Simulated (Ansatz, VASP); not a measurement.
## Two plane-wave programs on K3BaF5

```
K Ba F
1.0
     7.99133    0.00000    0.00000
    -3.99567    6.92070    0.00000
     0.00000    0.00000    3.51992
K Ba F
3 1 5
Direct
  0.48449 0.00000 0.50000
  0.51551 0.51551 0.50000
  0.00000 0.48449 0.50000
  0.00000 0.00000 0.50000
  0.22969 0.00000 0.00000
  0.00000 0.22969 0.00000
  0.66667 0.33333 0.00000
  0.33333 0.66667 0.00000
  0.77031 0.77031 0.00000
```

Change from the starting cell: species swapped into the Lu3Ga5Ni type (P-62m, No. 189).

Alike in both runs: functional PBE; k mesh 3 × 3 × 6; occupations gaussian, width 0.1 eV; no spin polarisation.

Ansatz relaxed the structure, and its values are those at the end. VASP's run is a single point on that final structure, the one shown.

```csv
,VASP,Ansatz
version,VASP 6.6.1,Ansatz 0.2.0
potentials or method,"VASP PAW PBE potentials, release 64 (K_sv, Ba_sv, F_h), cutoff 1350 eV","scalar-relativistic, plane waves, PAW"
valence electrons in the cell,72,72
```

```csv
,VASP,Ansatz,Ansatz less VASP
gap on the k mesh at the Fermi level (eV),4.19,4.22,+0.025
least direct gap on the mesh (eV),4.19,4.22,+0.025
pressure (GPa),0.6,0.2,-0.37
rms of the force components (eV/Å),0.054,0.001,-0.0530
```

The functional is the same, so the differences come from potentials, cutoffs and numerics.

Neither program's run includes spin-orbit coupling.
